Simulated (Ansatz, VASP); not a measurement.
# C in VASP and in Ansatz

```xyz
2
Lattice="0.0000 1.7655 1.7655 1.7655 0.0000 1.7655 1.7655 1.7655 0.0000" Properties=species:S:1:pos:R:3 pbc="T T T"
C     1.7655    1.7655    1.7655
C     2.6482    2.6482    2.6482
```

Alike in both runs: functional LDA; k mesh 10 × 10 × 10; occupations gaussian, width 0.1 eV; no spin polarisation.

Ansatz relaxed the structure, and its values are those at the end. VASP's run is a single point on that final structure, the one shown.

```csv
,VASP,Ansatz
version,VASP 6.6.1,Ansatz 0.2.0
potentials or method,"VASP PAW LDA potentials, release 64 (C_h), cutoff 910 eV","scalar-relativistic, plane waves, PAW"
valence electrons in the cell,8,8
```

|  | VASP | Ansatz | Ansatz less VASP |
| --- | --- | --- | --- |
| gap on the k mesh at the Fermi level (eV) | 4.21 | 4.22 | +0.009 |
| least direct gap on the mesh (eV) | 5.63 | 5.63 | -0.002 |

Ansatz warns that its potentials were made for another functional, while VASP's fit it. LDA's correlation is that of Perdew and Zunger in VASP and of Perdew and Wang (1992) in Ansatz.

Noted on VASP's run: the cutoff is short for stress, so the pressure is rough.
